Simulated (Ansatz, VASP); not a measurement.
**One calculation of LuGaN2, two programs**

File POSCAR:

```
LuGaN2
1.0
    1.6090533074      0.9289873602      5.0670005234
   -1.6090533074      0.9289873602      5.0670005234
    0.0000000000     -1.8579747204      5.0670005234
Ga Lu N
1 1 2
Direct
    1.0000000000      0.0000000000      0.0000000000
    0.5000000000      0.5000000000      0.5000000000
    0.2563826318      0.2563826318      0.2563826318
    0.7436173682      0.7436173682      0.7436173682
```

File INCAR.step1:

```
ALGO = Normal
EDIFF = 1E-4
ENCUT = 520
GGA = PE
ISMEAR = 0
LASPH = T
LCHARG = F
LREAL = F
LWAVE = T
NBANDS = 32
NELM = 60
PREC = Accurate
SIGMA = 0.01
```

INCAR.step2

```
ALGO = Normal
EDIFF = 1E-6
ENCUT = 520
ISIF = 2
ISMEAR = 0
ISTART = 1
LASPH = T
LCHARG = F
LMIXTAU = T
LREAL = F
LWAVE = F
METAGGA = R2SCAN
NBANDS = 32
NELM = 60
PREC = Accurate
SIGMA = 0.01
```

Contents of KPOINTS:

```
k-points
0
Gamma
  10 10 10
```

Input for Ansatz:

```yaml
crystal:
  lattice:
    - [1.6090533074, 0.9289873602, 5.0670005234]
    - [-1.6090533074, 0.9289873602, 5.0670005234]
    - [0.0, -1.8579747204, 5.0670005234]
  atoms:
    - { symbol: Ga, position: [1.0, 0.0, 0.0] }
    - { symbol: Lu, position: [0.5, 0.5, 0.5] }
    - { symbol: "N", position: [0.2563826318, 0.2563826318, 0.2563826318] }
    - { symbol: "N", position: [0.7436173682, 0.7436173682, 0.7436173682] }
kpoints:
  mp_grid: { grid: [10, 10, 10] }
  band_path:
    path:
      - [0.0, 0.0, 0.0]
      - [0.5, 0.5, 0.5]
      - [0.8109241282, 0.1890758718, 0.5]
      - [0.5, -0.1890758718, 0.1890758718]
      - [0.5, 0.0, 0.0]
      - [0.3445379359, -0.3445379359, 0.0]
      - [0.6554620641, 0.0, 0.3445379359]
      - [0.5, 0.0, 0.5]
      - [0.0, 0.5, 0.5]
    npoints: 1
hamiltonian:
  xc: r2scan
scf:
  occupations: { method: fixed }
  n_extra_bands: 5
output:
  forces: true
  stress: true
  eigenvalues: true
```

Alike in both runs: task single point; functional r2SCAN; k mesh 10 × 10 × 10; no spin polarisation.

|  | VASP | Ansatz |
| --- | --- | --- |
| version | VASP 6.6.1 | Ansatz 0.2.0 |
| potentials or method | VASP PAW PBE potentials, release 64 (Ga_d, Lu, N) | plane waves, PAW |
| plane-wave cutoff (eV) | 520 | 500 |
| occupations | gaussian, width 0.01 eV | fixed |
| valence electrons in the cell | 48 | 48 |

VASP gave:

* gap on the k mesh at the Fermi level (eV): 1.93
* pressure (GPa): 1.4
* traceless stress, the component that is largest in VASP (GPa): -0.14
* rms of the force components (eV/Å): 0.027

What did Ansatz give for the same quantities?

gap on the k mesh at the Fermi level (eV): 1.91; pressure (GPa): 0.0; traceless stress, the component that is largest in VASP (GPa): 0.00; rms of the force components (eV/Å): 0.000.

VASP's potentials were made for PBE, not for r2SCAN. Atom by atom the forces differ by 0.028 eV/Å (rms over components).

Neither program's run includes spin-orbit coupling.
